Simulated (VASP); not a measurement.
Input of a VASP 6.6.1 run:

File INCAR:

```
SYSTEM = HfO2
ALGO     = Normal         ! electronic algorithm
EDIFF    = 1E-6           ! SCF threshold, eV
ENCUT    = 600            ! plane-wave cutoff, eV
GGA      = PE             ! functional
GGA_COMPAT= .FALSE.      
ISIF     = 2              ! what is computed and relaxed
ISMEAR   = 0              ! smearing method
LASPH    = .TRUE.         ! aspherical terms in the spheres
LCHARG   = .TRUE.         ! write CHGCAR
LELF     = .TRUE.         ! ELF
LREAL    = .FALSE.        ! projectors in reciprocal space
LVHAR    = .TRUE.       
LWAVE    = .FALSE.        ! write WAVECAR
NBANDS   = 18             ! bands
NELM     = 120            ! most SCF steps
PREC     = Accurate       ! precision mode
SIGMA    = 0.1            ! smearing width, eV
```

The input KPOINTS:

```
k-points
0
G
  8 8 8
  0 0 0
```

File POSCAR:

```
HfO2
1.0
    0.0000000000      2.5482641124      2.5482641124
    2.5482641124      0.0000000000      2.5482641124
    2.5482641124      2.5482641124      0.0000000000
Hf O
1 2
Direct
    0.0000000000      0.0000000000      0.0000000000
    0.2500000000      0.2500000000      0.2500000000
    0.7500000000      0.7500000000      0.7500000000
```

Potentials or basis: VASP PAW PBE potentials, release 64 (Hf_pv, O).

The run is started by

```sh
$ cat potpaw_PBE.64/Hf_pv/POTCAR potpaw_PBE.64/O/POTCAR > POTCAR
$ mpirun -np 1 vasp_std > vasp.out
```

Task: Predict the pressure.

Result: -3.7 GPa.

Task: Estimate the band gap on the k mesh.

Result: 3.76 eV, direct.

Caveat: spin-orbit coupling is left out, which moves the levels of the heavy elements. A k mesh can miss the band edges.
